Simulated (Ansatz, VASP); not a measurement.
One calculation of In, two programs

```
In
1.0
     3.09002    0.00000    0.00000
     0.00000    3.09002    0.00000
     0.00000    0.00000    3.08993
In
1
Direct
  0.00000 0.00000 0.00000
```

Alike in both runs: functional PBE; k mesh 18 × 18 × 18; occupations gaussian, width 0.1 eV; no spin polarisation.

Ansatz relaxed the structure, and its values are those at the end. VASP's run is a single point on that final structure, the one shown.

|  | VASP | Ansatz |
| --- | --- | --- |
| version | VASP 6.6.1 | Ansatz 0.2.0 |
| potentials or method | VASP PAW PBE potentials, release 64 (In_d), cutoff 520 eV | scalar-relativistic, plane waves, PAW |
| valence electrons in the cell | 13 | 13 |

```tsv
	VASP	Ansatz	Ansatz less VASP
gap on the k mesh at the Fermi level (eV)	none	none	-
pressure (GPa)	0.0	0.0	+0.04
```

A gap of «none» marks a metal or a gap that the smearing closes. The functional is the same, so the differences come from potentials, cutoffs and numerics.
